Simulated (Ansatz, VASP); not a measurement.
**ZnS: VASP beside Ansatz**

```
Zn S
1.0
     0.00000    2.80185    2.80185
     2.80185    0.00000    2.80185
     2.80185    2.80185    0.00000
Zn S
1 1
Direct
  0.00000 0.00000 0.00000
  0.25000 0.25000 0.25000
```

Change from the starting cell: hydrostatic strain +4.0%.

Alike in both runs: task single point; functional PBE; k mesh 8 × 8 × 8; occupations fermi-dirac, width 0.02 eV; no spin polarisation.

```csv
,VASP,Ansatz
version,VASP 6.6.1,Ansatz 0.2.0
potentials or method,"VASP PAW PBE potentials, release 64 (Zn, S)","plane waves, PAW"
plane-wave cutoff (eV),520,420
valence electrons in the cell,18,18
```

VASP gave:

| Property | Result |
| --- | --- |
| gap on the k mesh at the Fermi level (eV) | 1.65 |
| pressure (GPa) | -4.9 |

Estimate Ansatz's values.

gap on the k mesh at the Fermi level (eV): 1.65; pressure (GPa): -5.0.

With one functional, cell and mesh, what is left measures potentials, basis and numerics.
